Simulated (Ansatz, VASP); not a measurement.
## InPt3: VASP beside Ansatz

Contents of INCAR:

```
ALGO     = Fast           # electronic algorithm
EDIFF    = 1E-7           # SCF threshold, eV
ENCUT    = 520            # plane-wave cutoff, eV
ISIF     = 2              # what is computed and relaxed
ISMEAR   = -1             # smearing method
LASPH    = True           # aspherical terms in the spheres
LCHARG   = False          # write CHGCAR
LREAL    = False          # projectors in reciprocal space
LWAVE    = False          # write WAVECAR
NBANDS   = 30             # bands
NELM     = 60             # most SCF steps
PREC     = Accurate       # precision mode
SIGMA    = 0.15           # smearing width, eV
```

Contents of KPOINTS:

```
k-points
0
Gamma
  10 10 10
```

Contents of POSCAR:

```
InPt3
1.0
    3.9397522745      0.0000000000      0.0000000000
    0.0000000000      3.9397522745      0.0000000000
    0.0000000000      0.0000000000      3.9397522745
In Pt
1 3
Direct
    0.0000000000      0.0000000000      0.0000000000
    0.5000000000      0.5000000000      0.0000000000
    0.0000000000      0.5000000000      0.5000000000
    0.5000000000      0.0000000000      0.5000000000
```

Input for Ansatz:

```yaml
crystal:
  lattice:
    - [3.9397522745, 0.0, 0.0]
    - [0.0, 3.9397522745, 0.0]
    - [0.0, 0.0, 3.9397522745]
  atoms:
    - { symbol: In, position: [0.0, 0.0, 0.0] }
    - { symbol: Pt, position: [0.5, 0.5, 0.0] }
    - { symbol: Pt, position: [0.0, 0.5, 0.5] }
    - { symbol: Pt, position: [0.5, 0.0, 0.5] }
basis:
  ecutwfc: 420
kpoints:
  mp_grid: { grid: [10, 10, 10] }
hamiltonian:
  xc: lda
scf:
  occupations: { method: fermi_dirac, width: 0.15 }
output:
  forces: true
  stress: true
  eigenvalues: true
```

Alike in both runs: task single point; functional LDA; k mesh 10 × 10 × 10; occupations fermi-dirac, width 0.15 eV; no spin polarisation.

```csv
,VASP,Ansatz
version,VASP 6.6.1,Ansatz 0.2.0
potentials or method,"VASP PAW LDA potentials, release 64 (In_d, Pt), cutoff 520 eV","scalar-relativistic, plane waves, PAW"
valence electrons in the cell,43,67
```

VASP gave:

* gap on the k mesh at the Fermi level (eV): none
* pressure (GPa): 6.1

Question: What did Ansatz give for the same quantities?

Answer: gap on the k mesh at the Fermi level (eV): none; pressure (GPa): 5.2.

LDA's correlation is that of Perdew and Zunger in VASP and of Perdew and Wang (1992) in Ansatz. A gap of «none» marks a metal or a gap that the smearing closes. VASP's potentials hold 43 valence electrons a cell and Ansatz's 67, so a difference there can come from the potentials and not from the codes.

Neither program's run includes spin-orbit coupling.
